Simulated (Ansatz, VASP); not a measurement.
**CuO: VASP beside Ansatz**

The input INCAR:

```
  ALGO = Normal
  EDIFF = 1E-7
  ENCUT = 520
  GGA = PE
  ISIF = 2
  ISMEAR = 0
  LASPH = True
  LCHARG = True
  LELF = True
  LREAL = False
  LVHAR = True
  LWAVE = False
  NBANDS = 25
  NELM = 60
  PREC = Accurate
  SIGMA = 0.01
```

KPOINTS

```
k-points
0
Gamma
  16 16 8
```

POSCAR

```
CuO
1.0
    2.3446500000     -1.7134000000      0.0000000000
    2.3446500000      1.7134000000      0.0000000000
   -0.8605500000      0.0000000000      5.0594400000
Cu O
2 2
Direct
    0.0032000000      0.4968000000      0.0000000000
    0.4968000000      0.0032000000      0.5000000000
    0.5714000000      0.4056000000      0.2537000000
    0.4056000000      0.5714000000      0.7537000000
```

Input for Ansatz:

```yaml
crystal:
  lattice:
    - [2.34465, -1.7134, 0.0]
    - [2.34465, 1.7134, 0.0]
    - [-0.86055, 0.0, 5.05944]
  atoms:
    - { symbol: Cu, position: [0.0032, 0.4968, 0.0] }
    - { symbol: Cu, position: [0.4968, 0.0032, 0.5] }
    - { symbol: O, position: [0.5714, 0.4056, 0.2537] }
    - { symbol: O, position: [0.4056, 0.5714, 0.7537] }
basis:
  ecutwfc: 420
kpoints:
  mp_grid: { grid: [16, 16, 8] }
hamiltonian:
  xc: pbe
scf:
  occupations: { method: gaussian, width: 0.01 }
output:
  forces: true
  stress: true
  eigenvalues: true
```

Alike in both runs: task single point; functional PBE; k mesh 16 × 16 × 8; occupations gaussian, width 0.01 eV; no spin polarisation.

|  | VASP | Ansatz |
| --- | --- | --- |
| version | VASP 6.6.1 | Ansatz 0.2.0 |
| potentials or method | VASP PAW PBE potentials, release 64 (Cu, O), cutoff 520 eV | scalar-relativistic, plane waves, PAW |
| valence electrons in the cell | 34 | 50 |

```tsv
	VASP	Ansatz	Ansatz less VASP
gap on the k mesh at the Fermi level (eV)	none	none	-
pressure (GPa)	6.4	5.7	-0.66
traceless stress, the component that is largest in VASP (GPa)	-1.81	-1.72	+0.088
rms of the force components (eV/Å)	0.443	0.432	-0.0109
```

Atom by atom the forces differ by 0.024 eV/Å (rms over components). A gap of «none» marks a metal or a gap that the smearing closes. VASP's potentials hold 34 valence electrons a cell and Ansatz's 50, so a difference there can come from the potentials and not from the codes.
